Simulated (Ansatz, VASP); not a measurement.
**TaN: VASP beside Ansatz**

The input INCAR:

```
SYSTEM = TaN
  PREC = Accurate
  ENCUT = 520
  EDIFF = 1E-7
  ISMEAR = -1
  SIGMA = 0.05
  LREAL = .False.
  LASPH = .True.
  NELM = 60
  ALGO = Normal
  ISIF = 2
  LWAVE = .False.
  LCHARG = .False.
  GGA = PE
  NBANDS = 15
```

File KPOINTS:

```
regular mesh
0
Gamma
  9 9 9
  0 0 0
```

POSCAR

```
TaN
1.0
    0.0000000000      2.2555494600      2.2113230000
    2.2555494600      0.0000000000      2.2113230000
    2.2555494600      2.2555494600      0.0000000000
Ta N
1 1
Direct
    0.5000000000      0.5000000000      0.5000000000
    0.0000000000      0.0000000000      0.0000000000
```

File input.yaml:

```yaml
crystal:
  lattice:
    - [0.0, 2.25554946, 2.211323]
    - [2.25554946, 0.0, 2.211323]
    - [2.25554946, 2.25554946, 0.0]
  atoms:
    - { symbol: Ta, position: [0.5, 0.5, 0.5] }
    - { symbol: "N", position: [0.0, 0.0, 0.0] }
hamiltonian:
  xc: pbe
  pseudopotentials: { kind: paw }
kpoints:
  mp_grid: { grid: [9, 9, 9] }
  band_path:
    path:
      - [[0.0, 0.0, 0.0], [0.0, 0.5, 0.5], [0.2601, 0.5, 0.7601], [0.38005, 0.38005, 0.7601], [0.0, 0.0, 0.0], [-0.5, -0.5, 0.0], [-0.38005, -0.38005, 0.2399], [0.0, 0.0, 0.5], [-0.25, 0.25, 0.5], [-0.5, -0.2601, 0.2399], [-0.5, -0.5, 0.0]]
      - [[0.0, 0.5, 0.5], [-0.25, 0.25, 0.5]]
    npoints: 14
scf:
  occupations: { method: fermi_dirac, width: 0.05 }
  n_extra_bands: 6
output:
  forces: true
  stress: true
  eigenvalues: true
  fatbands: false
```

Alike in both runs: functional PBE; k mesh 9 × 9 × 9; occupations fermi-dirac, width 0.05 eV; no spin polarisation.

|  | VASP | Ansatz |
| --- | --- | --- |
| version | VASP 6.6.1 | Ansatz 0.2.0 |
| potentials or method | VASP PAW PBE potentials, release 64 (Ta_pv, N) | Ansatz PAW |
| plane-wave cutoff (eV) | 520 | 420 |
| valence electrons in the cell | 16 | 18 |
| task | single point | band structure |

|  | VASP | Ansatz | Ansatz less VASP |
| --- | --- | --- | --- |
| gap on the k mesh at the Fermi level (eV) | none | none | - |
| pressure (GPa) | -12.1 | -12.7 | -0.61 |
| traceless stress, the component that is largest in VASP (GPa) | 6.65 | 6.63 | -0.026 |

A gap of «none» marks a metal or a gap that the smearing closes. VASP's potentials hold 16 valence electrons a cell and Ansatz's 18, so a difference there can come from the potentials and not from the codes.

Spin-orbit coupling is off throughout.
